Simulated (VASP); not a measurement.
Set up this calculation in VASP 6.6.1, as the native input.

```
Task                   : single point
Functional             : PBEsol
Potentials or basis    : VASP PAW PBE potentials, release 64 (Pd)
Cutoff                 : 520 eV
k mesh                 : 12 × 12 × 12
Occupations            : fermi-dirac, width 0.05 eV
Spin                   : no spin polarisation
Dipole correction      : no
Further INCAR settings : ALGO = Normal; EDIFF = 1e-06; NBANDS = 17
```

The structure of Pd lies in POSCAR:

```
Pd
1.0
    0.0000000000      2.5240469947      2.5240469947
    2.5240469947      0.0000000000      2.5240469947
    2.5240469947      2.5240469947      0.0000000000
Pd
2
Direct
   -0.1250000000     -0.1250000000     -0.1250000000
    0.1250000000      0.1250000000      0.1250000000
```

This cell differs from its parent crystal: volume scaled by 0.7.

These files were run (other wordings do the same):

INCAR

```
SYSTEM = Pd
PREC = Accurate ; ENCUT = 520
EDIFF = 1E-6 ; ISMEAR = -1
SIGMA = 0.05 ; LREAL = .FALSE.
LASPH = .TRUE. ; NELM = 60
ALGO = Normal ; ISIF = 2
LWAVE = .FALSE. ; LCHARG = .FALSE.
GGA = PS ; NBANDS = 17
```

KPOINTS

```
Automatic mesh
0
G
  12 12 12
  0 0 0
```

Potentials or basis: VASP PAW PBE potentials, release 64 (Pd).

Launch:

```sh
$ cat potpaw_PBE.64/Pd/POTCAR > POTCAR
$ mpirun -np 1 vasp_std > vasp.out
```

It gave:

```yaml
Pressure: 71.8 GPa
Band_gap_on_the_k_mesh: zero (band 10 reaches 9.52 eV, above the bottom of band 11 at 8.76 eV)
```

Caveat: the PAW data sets were made with another functional, which shifts forces and pressure a little.

Wall time 27 s on 1 thread of Intel(R) Xeon(R) Platinum 8259CL CPU @ 2.50GHz (Skylake/Cascade Lake), on a shared host, peak memory 0.17 GiB.
